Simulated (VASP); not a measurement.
Si: single point with LDA

The system is Si.

```xyz
4
Lattice="3.8538 0.0000 0.0000 -1.9269 3.3375 0.0000 0.0000 0.0000 6.1198" Properties=species:S:1:pos:R:3 pbc="T T T"
Si    0.0000    2.2250    0.5025
Si    1.9269    1.1125    3.5625
Si    0.0000    2.2250    2.5574
Si    1.9269    1.1125    5.6173
```

This isn't the form of Si at room conditions, which is diamond.

This cell differs from its parent crystal: atoms shifted along a free coordinate, c/a of the conventional cell at fixed volume 1.5880.

- Program: VASP 6.6.1
- Task: single point
- Functional: LDA
- Potentials or basis: VASP PAW LDA potentials, release 64 (Si)
- Cutoff: 520 eV
- k mesh: 12 × 12 × 6
- Occupations: gaussian, width 0.03 eV
- Spin: no spin polarisation

The pressure is 4.8 GPa, the largest force is 5.415 eV/Å and the band gap on the k mesh is zero (bands 8 and 9 overlap by 0.86 eV).

Forces in eV/Å, atoms in the order of the input:
```
Si   0.000  0.000 -5.415
Si   0.000  0.000 -5.415
Si   0.000  0.000  5.415
Si   0.000  0.000  5.415
```

Stress tensor (GPa, compression positive):
```
-7.53  0.00  0.00
 0.00 -7.53  0.00
 0.00  0.00 29.37
```

Levels at points of the mesh, in eV from the Fermi level:
| k point | band 6 | band 7 | band 8 | band 9 | band 10 | band 11 |
| --- | --- | --- | --- | --- | --- | --- |
| (0.00, 0.00, 0.00) | -1.71 | 0.48 | 0.48 | 0.72 | 1.06 | 1.06 |
| (0.50, 0.00, 0.00) | -4.02 | -3.35 | -0.98 | 0.16 | 1.60 | 1.72 |
| (0.00, 0.00, 0.50) | -1.11 | -1.11 | -1.11 | 1.69 | 1.69 | 2.69 |
| (0.50, 0.00, 0.50) | -3.03 | -2.55 | -2.55 | 0.39 | 0.39 | 1.83 |

Wall time 2.7 min on 1 thread of Intel Xeon 8259CL, with other jobs on the host, peak memory 0.2 GiB.

Caveat: the cell stands under pressure; forces of over 1 eV/Å act on the atoms, so gaps and moduli don't describe the material at rest.
